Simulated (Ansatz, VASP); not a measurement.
**AlRu: VASP beside Ansatz**

```
Al Ru
1.0
     2.99160    0.00000    0.00000
     0.00000    2.99160    0.00000
     0.00000    0.00000    2.99160
Al Ru
1 1
Cartesian
  0.0000 0.0000 0.0000
  1.4958 1.4958 1.4958
```

Alike in both runs: functional PBE; k mesh 16 × 16 × 16; occupations fermi-dirac, width 0.05 eV; no spin polarisation.

Ansatz relaxed the structure, and its values are those at the end. VASP's run is a single point on that final structure, the one shown.

|  | VASP | Ansatz |
| --- | --- | --- |
| version | VASP 6.6.1 | Ansatz 0.2.0 |
| potentials or method | VASP PAW PBE potentials, release 64 (Al, Ru_pv) | plane-wave PAW, scalar-relativistic |
| plane-wave cutoff (eV) | 520 | 420 |
| valence electrons in the cell | 17 | 19 |

```csv
,VASP,Ansatz,Ansatz less VASP
pressure (GPa),2.6,2.6,+0.03
```

VASP's potentials hold 17 valence electrons a cell and Ansatz's 19, so a difference there can come from the potentials and not from the codes. Ansatz's warnings: stress scf threshold loose.
